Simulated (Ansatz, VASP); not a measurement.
# Two plane-wave programs on Zr2HS4

INCAR

```
PREC = Accurate
ENCUT = 400
EDIFF = 1E-6
ISMEAR = 0
SIGMA = 0.05
LREAL = F
LASPH = T
NELM = 120
ALGO = Normal
ISIF = 2
LWAVE = F
LCHARG = T
LDIPOL = T
IDIPOL = 3
DIPOL = 0.5 0.5 0.283
GGA = PE
IVDW = 12
LELF = T
LVHAR = T
LVACPOTAV = T
NBANDS = 62
GGA_COMPAT = F
NELMDL = -8
```

Contents of KPOINTS:

```
regular mesh
0
Gamma
  6 6 1
```

POSCAR

```
Zr2HS4
1.0
    7.2976778227      0.0000000000      0.0000000000
   -3.6488389114      6.3199743831      0.0000000000
    0.0000000000      0.0000000000     20.9171506047
S Zr H
8 4 2
Direct
    0.3333333333      0.1666666667      0.1912306354
    0.3333333333      0.6666666667      0.1912306354
    0.8333333333      0.1666666667      0.1912306354
    0.8333333333      0.6666666667      0.1912306354
    0.1666666667      0.3333333333      0.3306927762
    0.1666666667      0.8333333333      0.3306927762
    0.6666666667      0.3333333333      0.3306927762
    0.6666666667      0.8333333333      0.3306927762
    0.0000000000      0.0000000000      0.2609617058
    0.0000000000      0.5000000000      0.2609617058
    0.5000000000      0.0000000000      0.2609617058
    0.5000000000      0.5000000000      0.2609617058
    0.2601922141      0.7398077859      0.4134000260
    0.4064744526      0.5935255474      0.4134000260
```

Input for Ansatz:

```yaml
crystal:
  lattice:
    - [7.2976778227, 0.0, 0.0]
    - [-3.6488389114, 6.3199743831, 0.0]
    - [0.0, 0.0, 20.9171506047]
  atoms:
    - { symbol: S, position: [0.3333333333, 0.1666666667, 0.1912306354] }
    - { symbol: S, position: [0.3333333333, 0.6666666667, 0.1912306354] }
    - { symbol: S, position: [0.8333333333, 0.1666666667, 0.1912306354] }
    - { symbol: S, position: [0.8333333333, 0.6666666667, 0.1912306354] }
    - { symbol: Zr, position: [0.0, 0.0, 0.2609617058] }
    - { symbol: Zr, position: [0.0, 0.5, 0.2609617058] }
    - { symbol: Zr, position: [0.5, 0.0, 0.2609617058] }
    - { symbol: Zr, position: [0.5, 0.5, 0.2609617058] }
    - { symbol: S, position: [0.1666666667, 0.3333333333, 0.3306927762] }
    - { symbol: S, position: [0.1666666667, 0.8333333333, 0.3306927762] }
    - { symbol: S, position: [0.6666666667, 0.3333333333, 0.3306927762] }
    - { symbol: S, position: [0.6666666667, 0.8333333333, 0.3306927762] }
    - { symbol: H, position: [0.2601922141, 0.7398077859, 0.413400026] }
    - { symbol: H, position: [0.4064744526, 0.5935255474, 0.413400026] }
basis:
  ecutwfc: 420
kpoints:
  mp_grid: { grid: [6, 6, 1] }
hamiltonian:
  xc: pbe
  pseudopotentials: { kind: paw, azcp: { folder: soft_1 } }
  dispersion: d3bj
scf:
  occupations: { method: gaussian, width: 0.05 }
output:
  forces: true
  eigenvalues: true
efield:
  axis: 3
  dipole_correction: true
  ramp_width: 0.04
```

Alike in both runs: task single point; functional PBE; dispersion D3(BJ); k mesh 6 × 6 × 1; occupations gaussian, width 0.05 eV; no spin polarisation.

```csv
,VASP,Ansatz
version,VASP 6.6.1,Ansatz 0.2.0
potentials or method,"VASP PAW PBE potentials, release 64 (S, Zr_sv, H), cutoff 400 eV","scalar-relativistic, plane waves, PAW"
valence electrons in the cell,98,98
```

VASP gave:

| Property | Result |
| --- | --- |
| gap on the k mesh at the Fermi level (eV) | 0.72 |
| least direct gap on the mesh (eV) | 0.72 |
| rms of the force components (eV/Å) | 0.489 |

Estimate Ansatz's values.

gap on the k mesh at the Fermi level (eV): 0.72; least direct gap on the mesh (eV): 0.72; rms of the force components (eV/Å): 0.488.
